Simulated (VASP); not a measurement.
Input of a VASP 6.6.1 run:

Contents of INCAR:

```
SYSTEM = Re
ALGO = Fast
EDIFF = 1E-7
ENCUT = 520
GGA = PS
GGA_COMPAT = .False.
ISIF = 2
ISMEAR = -1
LASPH = .True.
LCHARG = .False.
LMAXMIX = 4
LNONCOLLINEAR = .True.
LORBIT = 11
LORBMOM = .True.
LREAL = .False.
LSORBIT = .True.
LWAVE = .False.
MAGMOM = 0 0 0 0 0 0
NBANDS = 26
NELM = 150
PREC = Accurate
SIGMA = 0.05
```

The input KPOINTS:

```
k-points
0
Gamma
  8 8 5
  0 0 0
```

File POSCAR:

```
Re
1.0
    2.7608000000      0.0000000000      0.0000000000
   -1.3804000000      2.3909229348      0.0000000000
    0.0000000000      0.0000000000      4.4582000000
Re
2
Direct
    0.6666666667      0.3333333333      0.7500000000
    0.3333333333      0.6666666667      0.2500000000
```

Potentials or basis: VASP PAW PBE potentials, release 64 (Re).

Run with:

```bash
$ cat potpaw_PBE.64/Re/POTCAR > POTCAR
$ mpirun -np 1 vasp_ncl > vasp.out
```

Problem. What does it give for the net moment?

Solution. 0.00 μB per cell.

Problem. What does it give for the pressure?

Solution. -3.6 GPa.

Moments on the atoms (μB; x, y, z):
```
Re  0.00 0.00 0.00
Re  0.00 0.00 0.00
```

Caveat: the cell stands under tension; the PAW data sets were made with another functional, which shifts forces and pressure a little.
